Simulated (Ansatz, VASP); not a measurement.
ZrH4 in VASP and in Ansatz

The input INCAR:

```
PREC     = Accurate       # precision mode
ENCUT    = 520            # plane-wave cutoff, eV
EDIFF    = 1E-6           # SCF threshold, eV
ISMEAR   = 0              # smearing method
SIGMA    = 0.1            # smearing width, eV
LREAL    = F              # projectors in reciprocal space
LASPH    = T              # aspherical terms in the spheres
NELM     = 100            # most SCF steps
ALGO     = Normal         # electronic algorithm
ISIF     = 2              # what is computed and relaxed
LWAVE    = F              # write WAVECAR
LCHARG   = F              # write CHGCAR
GGA      = PE             # functional
NBANDS   = 16             # bands
```

The input KPOINTS:

```
regular mesh
0
Gamma
  6 6 4
```

Contents of POSCAR:

```
ZrH4
1.0
    3.0863891000      0.0000000000      0.0000000000
   -1.5431945500      2.6728913600      0.0000000000
    0.0000000000      0.0000000000      6.5779407700
Zr H
1 4
Direct
    0.0000000000      0.0000000000      0.5000000000
    0.3333333300      0.6666666700      0.8149319200
    0.3333333300      0.6666666700      0.1850680800
    0.6666666700      0.3333333300      0.1850680800
    0.6666666700      0.3333333300      0.8149319200
```

Input for Ansatz:

```yaml
crystal:
  lattice:
    - [3.0863891, 0.0, 0.0]
    - [-1.54319455, 2.67289136, 0.0]
    - [0.0, 0.0, 6.57794077]
  atoms:
    - { symbol: Zr, position: [0.0, 0.0, 0.5] }
    - { symbol: H, position: [0.33333333, 0.66666667, 0.81493192] }
    - { symbol: H, position: [0.33333333, 0.66666667, 0.18506808] }
    - { symbol: H, position: [0.66666667, 0.33333333, 0.18506808] }
    - { symbol: H, position: [0.66666667, 0.33333333, 0.81493192] }
basis:
  ecutwfc: 420
kpoints:
  mp_grid: { grid: [6, 6, 4] }
hamiltonian:
  xc: pbe
scf:
  occupations: { method: gaussian, width: 0.1 }
  lower_state_search: "off"
output:
  forces: true
  stress: true
  eigenvalues: true
```

Alike in both runs: task single point; functional PBE; k mesh 6 × 6 × 4; occupations gaussian, width 0.1 eV; no spin polarisation.

|  | VASP | Ansatz |
| --- | --- | --- |
| version | VASP 6.6.1 | Ansatz 0.2.0 |
| potentials or method | VASP PAW PBE potentials, release 64 (Zr_sv, H), cutoff 520 eV | scalar-relativistic, plane waves, PAW |
| valence electrons in the cell | 16 | 16 |

```csv
,VASP,Ansatz,Ansatz less VASP
gap on the k mesh at the Fermi level (eV),none,none,-
pressure (GPa),-16.3,-16.3,+0.05
"traceless stress, the component that is largest in VASP (GPa)",-17.03,-17.06,-0.030
rms of the force components (eV/Å),0.640,0.640,+0.0004
```

Atom by atom the forces differ by 0.000 eV/Å (rms over components). A gap of «none» marks a metal or a gap that the smearing closes.

The k mesh is coarse, so the values compare programs but aren't converged.
